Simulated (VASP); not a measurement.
Wanted: the native input for a VASP 6.6.1 run.

```
Task                   : relaxation of cell and atoms
Functional             : LDA
Potentials or basis    : VASP PAW LDA potentials, release 64 (In_d)
Cutoff                 : 600 eV
k mesh                 : 15 × 15 × 15
Occupations            : fermi-dirac, width 0.1 eV
Spin                   : no spin polarisation
Target pressure        : 90 GPa
Dipole correction      : no
Further INCAR settings : ALGO = Normal; EDIFF = 1e-07; IBRION = 2; EDIFFG = -0.005; NSW = 32; ISIF = 3
```

The structure of In lies in POSCAR:

```
In
1.0
    2.5001955247      0.0000000000      0.0000000000
    0.0000000000      2.5001955247      0.0000000000
    0.0000000000      0.0000000000      2.5001955247
In
1
Direct
    0.0000000000      0.0000000000      0.0000000000
```

One way to write it, as run:

INCAR

```
SYSTEM = In
  ALGO = Normal
  EDIFF = 1E-7
  EDIFFG = -0.005
  ENCUT = 600
  GGA = CA
  IBRION = 2
  ISIF = 3
  ISMEAR = -1
  LASPH = .TRUE.
  LCHARG = .FALSE.
  LREAL = .FALSE.
  LWAVE = .FALSE.
  NELM = 100
  NSW = 32
  PREC = Accurate
  PSTRESS = 900.0
  SIGMA = 0.1
```

KPOINTS

```
k-points
0
G
  15 15 15
  0 0 0
```

Potentials or basis: VASP PAW LDA potentials, release 64 (In_d).

Command:

```bash
$ cat potpaw_LDA.64/In_d/POTCAR > POTCAR
$ mpirun -np 1 vasp_std > vasp.out
```

Results of the run:

| Property | Result |
| --- | --- |
| Relaxed volume | 15.68 Å³/atom |
| Relaxed cell | a = 2.503 Å, b = 2.503 Å, c = 2.503 Å, α = 90.00°, β = 90.00°, γ = 90.00° |
| Space group after relaxing (to 0.05 Å) | Pm-3m (No. 221) |
| Energy change on relaxing (the enthalpy is what falls) | -27.4 meV/atom |
| Ionic steps | 3 |
| Pressure after relaxing | 90.0 GPa |

Caveat: the cell is relaxed towards a set pressure, so the enthalpy falls and the energy may rise.

Wall time 70 s on 1 thread of AMD EPYC 7R13 (shared host), peak memory 0.11 GiB.
